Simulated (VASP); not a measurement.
**InP: single point with r2SCAN**

InP:

```
In P
1.0
     2.93890    2.93890    0.00000
    -2.93890    2.93890    0.00000
     0.00000    2.93890    2.96967
In P
1 1
Direct
  0.00000 0.00000 0.00000
  0.75000 0.25000 0.50000
```

This cell differs from its parent crystal: in-plane strain -0.005, then relaxed in part.

```yaml
Program: VASP 6.6.1
Task: single point
Functional: r2SCAN
Potentials_or_basis: VASP PAW PBE potentials, release 64 (In_d, P)
Cutoff: 520 eV
k_mesh: 8 × 8 × 8
Occupations: gaussian, width 0.01 eV
Spin: no spin polarisation
```

The pressure is 0.2 GPa and the band gap on the k mesh is 1.04 eV, direct.

Stress tensor (GPa, compression positive):
```
 0.35  0.00  0.00
 0.00  0.35  0.00
 0.00  0.00 -0.13
```

Levels at points of the mesh, in eV from the valence-band top:
```tsv
k point	band 7	band 8	band 9	band 10	band 11	band 12
(0.00, 0.00, 0.00)	-0.05	0.00	0.00	1.04	4.42	4.42
(0.50, 0.00, 0.00)	-5.79	-1.03	-0.96	1.80	5.11	5.18
(0.50, 0.50, 0.00)	-5.79	-2.38	-2.38	2.00	2.50	9.77
(0.00, 0.00, 0.50)	-5.85	-2.32	-2.32	2.06	2.60	9.67
```

Run time: 3.8 min on 1 thread of Intel(R) Xeon(R) Platinum 8259CL CPU @ 2.50GHz (Skylake/Cascade Lake) (shared host), peak memory 0.21 GiB.

Caveat: the cell differs from its parent crystal (in-plane strain -0.005, then relaxed in part); the PAW data sets were made with another functional, which shifts forces and pressure a little; spin-orbit coupling is left out, which moves the levels of the heavy elements.
